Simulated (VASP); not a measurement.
## LaMg6Sb: single point with PBE

The system is LaMg6Sb.

```
La Sb Mg
1.0
     5.00369    0.00000    0.00000
     0.00000    3.26201    6.33513
     0.00000   -3.26201    6.33513
La Sb Mg
1 1 6
Cartesian
  0.0000 0.0000 10.2311
  2.5018 0.0000 8.0411
  2.5018 0.0000 2.5748
  2.5018 -1.6454 5.4880
  2.5018 1.6454 5.4880
  0.0000 0.0000 4.4451
  0.0000 -1.7601 7.2065
  0.0000 1.7601 7.2065
```

| Quantity | Value |
| --- | --- |
| Program | VASP 6.6.1 |
| Task | single point |
| Functional | PBE |
| Potentials or basis | VASP PAW PBE potentials, release 64 (La, Sb, Mg) |
| Cutoff | 520 eV |
| k mesh | 6 × 5 × 5 |
| Occupations | fermi-dirac, width 0.05 eV |
| Spin | no spin polarisation |
| Dipole correction | no |
| Further INCAR settings | ALGO = Fast; EDIFF = 1e-06; NBANDS = 24 |

```
Pressure               : -0.2 GPa
Largest force          : 0.045 eV/Å
Band gap on the k mesh : zero (band 14 reaches 4.52 eV, above the bottom of band 15 at 3.36 eV)
```

Forces on the atoms (eV/Å):
```
La   0.000  0.000 -0.021
Sb   0.000  0.000  0.013
Mg   0.000  0.000  0.003
Mg   0.000  0.014 -0.004
Mg   0.000 -0.014 -0.004
Mg   0.000  0.000  0.043
Mg   0.000 -0.043 -0.015
Mg   0.000  0.043 -0.015
```

Stress tensor (GPa, compression positive):
```
-0.25  0.00  0.00
 0.00 -0.32  0.00
 0.00  0.00 -0.14
```

Levels at points of the mesh, in eV from the Fermi level:
```csv
k point,band 10,band 11,band 12,band 13,band 14,band 15,band 16,band 17,band 18,band 19
"(0.00, 0.00, 0.00)",-2.39,-2.00,-1.45,-0.65,-0.17,0.86,1.25,1.34,1.53,1.63
"(0.50, 0.00, 0.00)",-2.36,-1.48,-1.29,-1.21,-1.17,-0.79,-0.47,0.70,1.74,1.76
```

Run time: 10 min on 1 thread of Intel(R) Xeon(R) Platinum 8259CL CPU @ 2.50GHz (Skylake/Cascade Lake) (shared host), peak memory 0.48 GiB.

Caveat: spin-orbit coupling is left out, which moves the levels of the heavy elements.
